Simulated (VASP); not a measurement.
Li, 1 atom in the cell. The structure is cubic, space group Fm-3m (No. 225). The conventional cell has a = 3.223 Å, b = 3.223 Å, c = 3.223 Å, α = 90.00°, β = 90.00°, γ = 90.00°. Within 3.0 Å of Li (site symmetry m-3m) lie 12 Li at 2.28 Å. This isn't the form of Li at room conditions, which is bcc.

| Quantity | Value |
| --- | --- |
| Program | VASP 6.6.1 |
| Task | relaxation of cell and atoms |
| Functional | PBEsol |
| Potentials or basis | VASP PAW PBE potentials, release 64 (Li_sv) |
| Cutoff | 600 eV |
| k mesh | 20 × 20 × 20 |
| Occupations | fermi-dirac, width 0.1 eV |
| Spin | no spin polarisation |
| Target pressure | 52 GPa |
| Dipole correction | no |
| Further INCAR settings | ALGO = Normal; EDIFF = 1e-06; IBRION = 2; EDIFFG = -0.005; NSW = 60; ISIF = 3 |

Potentials or basis: VASP PAW PBE potentials, release 64 (Li_sv).

Run with:

```sh
$ cat potpaw_PBE.64/Li_sv/POTCAR > POTCAR
$ mpirun -np 1 vasp_std > vasp.out
```

Hardware: 1 thread of Intel(R) Xeon(R) Platinum 8488C (Sapphire Rapids) (shared host).

Q: Estimate the wall time of this run.

A: It took 7.1 s on 1 thread of Intel(R) Xeon(R) Platinum 8488C (Sapphire Rapids), on a shared host, peak memory 0.12 GiB. Counts: scf iterations 14, k points 256, ion steps 2.
